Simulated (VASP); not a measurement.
# Tl (Pm-3n) in VASP: a series of runs, part 2 of 2

VASP 6.6.1. The steps go on from the part before.

**3. Single point, RPBE**

File INCAR:

```
SYSTEM = Tl
ALGO = Normal ; EDIFF = 1E-6
ENCUT = 520 ; GGA = RP
ISIF = 2 ; ISMEAR = -1
LASPH = .TRUE. ; LCHARG = .FALSE.
LREAL = .FALSE. ; LWAVE = .FALSE.
NBANDS = 62 ; NELM = 100
PREC = Accurate ; SIGMA = 0.1
```

File KPOINTS:

```
k-points
0
G
  5 5 5
  0 0 0
```

File POSCAR:

```
Tl
1.0
    6.4814331447      0.0000000000      0.0000000000
    0.0000000000      6.4814331447      0.0000000000
    0.0000000000      0.0000000000      6.4814331447
Tl
8
Direct
    1.0000000000      0.0000000000      0.0000000000
    0.5000000000      0.5000000000      0.5000000000
    0.2500000000      1.0000000000      0.5000000000
    0.7500000000      1.0000000000      0.5000000000
    0.5000000000      0.2500000000      0.0000000000
    0.5000000000      0.7500000000      1.0000000000
    0.0000000000      0.5000000000      0.2500000000
    0.0000000000      0.5000000000      0.7500000000
```

Potentials or basis: VASP PAW PBE potentials, release 64 (Tl_d).

Launch:

```console
$ cat potpaw_PBE.64/Tl_d/POTCAR > POTCAR
$ mpirun -np 1 vasp_std > vasp.out
```

OUTCAR:

```text
SYSTEM = Tl
   EDIFF = 1E-6
   ENCUT = 520
   GGA = RP
   ISIF = 2
   ISMEAR = -1
   LASPH = .TRUE.
   LREAL = .FALSE.
   NELM = 100
   PREC = Accurate

 ion  position               nearest neighbor table
   1  0.000  0.000  0.000-   3 3.62   4 3.62   5 3.62   6 3.62   7 3.62   8 3.62   3 3.62   4 3.62
                             7 3.62   8 3.62   5 3.62   6 3.62
   2  0.500  0.500  0.500-   3 3.62   4 3.62   5 3.62   6 3.62   7 3.62   8 3.62   5 3.62   6 3.62
                             3 3.62   4 3.62   7 3.62   8 3.62
   3  0.250  0.000  0.500-   4 3.24   4 3.24   1 3.62   1 3.62   2 3.62   2 3.62   8 3.97   7 3.97
                             8 3.97   7 3.97   6 3.97   5 3.97   5 3.97   6 3.97
   4  0.750  0.000  0.500-   3 3.24   3 3.24   1 3.62   1 3.62   2 3.62   2 3.62   8 3.97   7 3.97
                             8 3.97   7 3.97   6 3.97   5 3.97   5 3.97   6 3.97
   5  0.500  0.250  0.000-   6 3.24   6 3.24   1 3.62   2 3.62   2 3.62   1 3.62   8 3.97   7 3.97
                             7 3.97   8 3.97   3 3.97   4 3.97   3 3.97   4 3.97
   6  0.500  0.750  0.000-   5 3.24   5 3.24   1 3.62   2 3.62   2 3.62   1 3.62   8 3.97   7 3.97
                             7 3.97   8 3.97   3 3.97   4 3.97   3 3.97   4 3.97
   7  0.000  0.500  0.250-   8 3.24   8 3.24   1 3.62   2 3.62   1 3.62   2 3.62   3 3.97   4 3.97
[... 199 lines left out ...]
      6      -6.5684      2.00000
[... 639 lines left out ...]
     61       8.3329      0.00000
     62       8.7760      0.00000

------------------------ aborting loop because EDIFF is reached ----------------------------------------

  FORCE on cell =-STRESS in cart. coord.  units (eV):
  Direction    XX          YY          ZZ          XY          YZ          ZX
  --------------------------------------------------------------------------------------
  -------------------------------------------------------------------------------------
  Total        0.1339534      0.1339534      0.1339534      0.0000000     -0.0000000     -0.0000000
  in kB        0.7882270      0.7882270      0.7882270      0.0000000     -0.0000000     -0.0000000
  external PRESSURE =       0.7882270 kB  Pullay stress =       0.0000000 kB

 VOLUME and BASIS-vectors are now :
 -----------------------------------------------------------------------------
  energy-cutoff  :      520.00
  volume of cell :      272.28
      direct lattice vectors                 reciprocal lattice vectors
     6.481433145  0.000000000  0.000000000     0.154286865  0.000000000  0.000000000
     0.000000000  6.481433145  0.000000000     0.000000000  0.154286865  0.000000000
     0.000000000  0.000000000  6.481433145     0.000000000  0.000000000  0.154286865

 POSITION                                       TOTAL-FORCE (eV/Angst)
 -----------------------------------------------------------------------------------
      0.00000      0.00000      0.00000         0.000000      0.000000     -0.000000
      3.24072      3.24072      3.24072         0.000000      0.000000     -0.000000
      1.62036      0.00000      3.24072         0.000000      0.000000      0.000000
      4.86107      0.00000      3.24072        -0.000000     -0.000000     -0.000000
      3.24072      1.62036      0.00000        -0.000000      0.000000      0.000000
      3.24072      4.86107      0.00000         0.000000     -0.000000      0.000000
      0.00000      3.24072      1.62036        -0.000000     -0.000000     -0.000000
      0.00000      3.24072      4.86107         0.000000      0.000000      0.000000
 -----------------------------------------------------------------------------------
    total drift:                                0.000000     -0.000000      0.000000

  FREE ENERGIE OF THE ION-ELECTRON SYSTEM (eV)
  ---------------------------------------------------
  free  energy   TOTEN  =       -14.5370503337 eV

  energy  without entropy=      -14.3653276234  energy(sigma->0) =      -14.45118898
```

OSZICAR:

```text
N       E                     dE             d eps       ncg     rms          rms(c)
DAV:   1     0.621177266179E+03    0.62118E+03   -0.54808E+04  1240   0.155E+03
DAV:   2     0.716443723525E+01   -0.61401E+03   -0.60167E+03  1306   0.352E+02
DAV:   3    -0.143077371798E+02   -0.21472E+02   -0.21158E+02  1374   0.497E+01
DAV:   4    -0.146098575202E+02   -0.30212E+00   -0.30169E+00  1306   0.509E+00
DAV:   5    -0.146148086071E+02   -0.49511E-02   -0.49510E-02  1348   0.758E-01    0.402E+00
DAV:   6    -0.145444140687E+02    0.70395E-01   -0.15841E-01  1306   0.178E+00    0.288E+00
DAV:   7    -0.145371048014E+02    0.73093E-02   -0.95743E-02  1270   0.141E+00    0.867E-01
DAV:   8    -0.145368772060E+02    0.22760E-03   -0.99247E-03  1282   0.429E-01    0.608E-02
DAV:   9    -0.145370092894E+02   -0.13208E-03   -0.20675E-04  1356   0.692E-02    0.309E-02
DAV:  10    -0.145370485326E+02   -0.39243E-04   -0.46331E-05  1300   0.309E-02    0.372E-03
DAV:  11    -0.145370498602E+02   -0.13276E-05   -0.15914E-06   946   0.727E-03    0.118E-03
DAV:  12    -0.145370503337E+02   -0.47348E-06   -0.13889E-07   680   0.201E-03
   1 F= -.14537050E+02 E0= -.14451189E+02  d E =-.171723E+00
```

Run time: 3 min. Hardware: 1 thread of Oxide Virtual Turin-like, shared host; peak memory 0.34 GiB.

Results:

```
Free energy            : -14.5371 eV
Pressure               : 0.1 GPa
Band gap on the k mesh : zero (band 52 reaches 6.04 eV, above the bottom of band 53 at 4.37 eV)
```

Caveat: the PAW data sets were made with another functional, which shifts forces and pressure a little; spin-orbit coupling is left out, which moves the levels of the heavy elements.

**4. Relaxation of cell and atoms, RPBE**

This run uses another cell than the first one, of 28.04 Å³/atom, 0.824 times its volume.

File INCAR:

```
SYSTEM = Tl
  ALGO = Normal
  EDIFF = 1E-7
  EDIFFG = -0.01
  ENCUT = 600
  GGA = RP
  IBRION = 2
  ISIF = 3
  ISMEAR = -1
  LASPH = .True.
  LCHARG = .False.
  LREAL = .False.
  LWAVE = .False.
  NELM = 80
  NSW = 80
  PREC = Accurate
  SIGMA = 0.1
```

File KPOINTS:

```
k-points
0
Gamma
  4 4 4
  0 0 0
```

File POSCAR:

```
Tl
1.0
    6.0758676049      0.0000000000      0.0000000000
    0.0000000000      6.0758676049      0.0000000000
    0.0000000000      0.0000000000      6.0758676049
Tl
8
Direct
    0.0000000000      0.0000000000      0.0000000000
    0.5000000000      0.5000000000      0.5000000000
    0.2500000000      0.0000000000      0.5000000000
    0.7500000000      0.0000000000      0.5000000000
    0.5000000000      0.2500000000      0.0000000000
    0.5000000000      0.7500000000      0.0000000000
    0.0000000000      0.5000000000      0.2500000000
    0.0000000000      0.5000000000      0.7500000000
```

Launch:

```console
$ cat potpaw_PBE.64/Tl_d/POTCAR > POTCAR
$ mpirun -np 1 vasp_std > vasp.out
```

Run time: 11 min. Hardware: 1 thread of Oxide Virtual Turin-like, shared host; peak memory 0.38 GiB.

It converged, with:

```
Free energy                            : -14.7068 eV
Relaxed volume                         : 33.91 Å³/atom
Relaxed cell                           : a = 6.473 Å, b = 6.473 Å, c = 6.473 Å, α = 90.00°, β = 90.00°, γ = 90.00°
Space group after relaxing (to 0.05 Å) : Pm-3n (No. 223)
Energy gained by relaxing              : 97.5 meV/atom
Ionic steps                            : 4
Pressure after relaxing                : 0.0 GPa
Band gap on the k mesh                 : zero (band 52 reaches 6.47 eV, above the bottom of band 53 at 4.39 eV)
```

The path:
```
step  energy change (eV)  largest force (eV/Å)  pressure (GPa)  volume (Å³)
   1              0.0000                0.0000            6.56       224.30
   2             -0.7660                0.0000            0.62       263.64
   3             -0.7795                0.0000           -0.12       272.87
   4             -0.7801                0.0000           -0.01       271.27
```

Final structure:
```
CELL_PARAMETERS angstrom
6.47343 0.00000 0.00000
0.00000 6.47343 0.00000
0.00000 0.00000 6.47343
ATOMIC_POSITIONS crystal
Tl 0.00000 0.00000 0.00000
Tl 0.50000 0.50000 0.50000
Tl 0.25000 0.00000 0.50000
Tl 0.75000 0.00000 0.50000
Tl 0.50000 0.25000 0.00000
Tl 0.50000 0.75000 0.00000
Tl 0.00000 0.50000 0.25000
Tl 0.00000 0.50000 0.75000
```

Levels at points of the mesh, in eV from the Fermi level:
```tsv
k point	band 49	band 50	band 51	band 52	band 53	band 54	band 55	band 56
(0.00, 0.00, 0.00)	-1.14	-1.14	-1.14	-0.72	-0.72	0.68	0.68	0.68
(0.50, 0.00, 0.00)	-1.78	-1.78	-0.58	-0.58	0.16	0.16	1.40	1.40
(0.50, 0.50, 0.00)	-1.70	-0.97	-0.97	-0.27	1.10	1.47	1.80	1.80
(0.50, 0.50, 0.50)	1.36	1.36	1.36	1.36	1.36	1.36	1.67	1.67
```

Caveat: the volume moved by over 15 % at a fixed basis, so the end points are rough; the PAW data sets were made with another functional, which shifts forces and pressure a little; spin-orbit coupling is left out, which moves the levels of the heavy elements.

**5. Overview**

| task | cell | k mesh | cutoff (eV) | gap on the mesh (eV) | pressure (GPa) |
| --- | --- | --- | --- | --- | --- |
| single point | a = 6.481 Å, 8 atoms | 4 × 4 × 4 | 520 | none | -0.1 |
| single point | a = 6.481 Å, 8 atoms | 5 × 5 × 5 | 520 | none | 0.1 |
| relaxation of cell and atoms | relaxed from a = 6.076 Å, 8 atoms | 4 × 4 × 4 | 600 | none | 0.0 |

Alike in all rows: level RPBE; potentials or basis VASP PAW PBE potentials, release 64 (Tl_d); no spin polarisation; smearing fermi-dirac 0.1 eV.

Caveats: the PAW data sets were made with another functional, which shifts forces and pressure a little; spin-orbit coupling is left out, which moves the levels of the heavy elements; the volume moved by over 15 % at a fixed basis, so the end points are rough (some runs).

Total energies depend on the potentials used, so only differences within one code and one set of settings carry meaning.
